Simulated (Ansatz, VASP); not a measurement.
# One calculation of NaBe5H, two programs

```
Na Be H
1.0
     4.76606    0.00000    0.00000
    -2.38303    4.12753    0.00000
     0.00000    0.00000    7.33352
Na Be H
1 5 1
Direct
  0.00000 0.00000 0.50000
  0.50000 0.00000 0.50000
  0.00000 0.50000 0.50000
  0.50000 0.50000 0.50000
  0.00000 0.00000 0.19329
  0.00000 0.00000 0.80671
  0.00000 0.00000 0.00000
```

Alike in both runs: functional PBE; k mesh 6 × 6 × 4; occupations gaussian, width 0.1 eV; no spin polarisation.

Ansatz relaxed the structure, and its values are those at the end. VASP's run is a single point on that final structure, the one shown.

```csv
,VASP,Ansatz
version,VASP 6.6.1,Ansatz 0.2.0
potentials or method,"VASP PAW PBE potentials, release 64 (Na_pv, Be, H), cutoff 520 eV","scalar-relativistic, plane waves, PAW"
valence electrons in the cell,18,20
```

```tsv
	VASP	Ansatz	Ansatz less VASP
gap on the k mesh at the Fermi level (eV)	none	none	-
pressure (GPa)	0.3	0.3	-0.04
rms of the force components (eV/Å)	0.005	0.005	-0.0005
```

A gap of «none» marks a metal or a gap that the smearing closes. With one functional, cell and mesh, what is left measures potentials, basis and numerics. VASP's potentials hold 18 valence electrons a cell and Ansatz's 20, so a difference there can come from the potentials and not from the codes.
